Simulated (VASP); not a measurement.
Input of a VASP 6.6.1 run:

File INCAR:

```
SYSTEM = CaAl2Ge2
PREC = Accurate ; ENCUT = 520
EDIFF = 1E-6 ; ISMEAR = -1
SIGMA = 0.1 ; LREAL = .False.
LASPH = .True. ; NELM = 80
ALGO = Normal ; ISIF = 2
LWAVE = .False. ; LCHARG = .True.
GGA = CA ; LELF = .True.
LVHAR = .True. ; NBANDS = 30
```

KPOINTS

```
Automatic mesh
0
Gamma
  6 6 4
  0 0 0
```

Contents of POSCAR:

```
CaAl2Ge2
1.0
    4.0687780601      0.0000000000      0.0000000000
   -2.0343890301      3.5236695629      0.0000000000
    0.0000000000      0.0000000000      6.9926002787
Ca Al Ge
1 2 2
Direct
    0.0000000000      0.0000000000      0.0000000000
    0.3333333333      0.6666666667      0.6293000000
    0.6666666667      0.3333333333      0.3707000000
    0.3333333333      0.6666666667      0.2621700000
    0.6666666667      0.3333333333      0.7378300000
```

Potentials or basis: VASP PAW LDA potentials, release 64 (Ca_sv, Al, Ge_d).

The run is started by

```sh
$ cat potpaw_LDA.64/Ca_sv/POTCAR potpaw_LDA.64/Al/POTCAR potpaw_LDA.64/Ge_d/POTCAR > POTCAR
$ mpirun -np 1 vasp_std > vasp.out
```

Problem. What does it give for the pressure?

Solution. 2.3 GPa.

Problem. Estimate the band gap on the k mesh.

Solution. Zero (bands 22 and 23 overlap by 0.54 eV).

Problem. Predict the largest force.

Solution. 0.363 eV/Å.

Stress tensor (GPa, compression positive):
```
3.01 0.00 0.00
0.00 3.01 0.00
0.00 0.00 0.95
```
